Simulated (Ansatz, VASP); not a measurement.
## Au: VASP beside Ansatz

```
Au
1.0
    -1.74013    1.74013    1.74013
     1.74013   -1.74013    1.74013
     1.74013    1.74013   -1.74013
Au
1
Direct
  0.00000 0.00000 0.00000
```

Change from the starting cell: strain +0.050 along x and y, +0.050 along z, atoms carried along.

Alike in both runs: task single point; functional r2SCAN; k mesh 20 × 20 × 20; occupations gaussian, width 0.15 eV; no spin polarisation.

```csv
,VASP,Ansatz
version,VASP 6.6.1,Ansatz 0.2.0
potentials or method,"VASP PAW PBE potentials, release 64 (Au), cutoff 520 eV","scalar-relativistic, plane waves, PAW"
valence electrons in the cell,11,19
```

|  | VASP | Ansatz | Ansatz less VASP |
| --- | --- | --- | --- |
| gap on the k mesh at the Fermi level (eV) | none | none | - |
| pressure (GPa) | -15.8 | -15.8 | -0.05 |

VASP's potentials were made for PBE, not for r2SCAN. A gap of «none» marks a metal or a gap that the smearing closes. VASP's potentials hold 11 valence electrons a cell and Ansatz's 19, so a difference there can come from the potentials and not from the codes.

Spin-orbit coupling is off throughout.
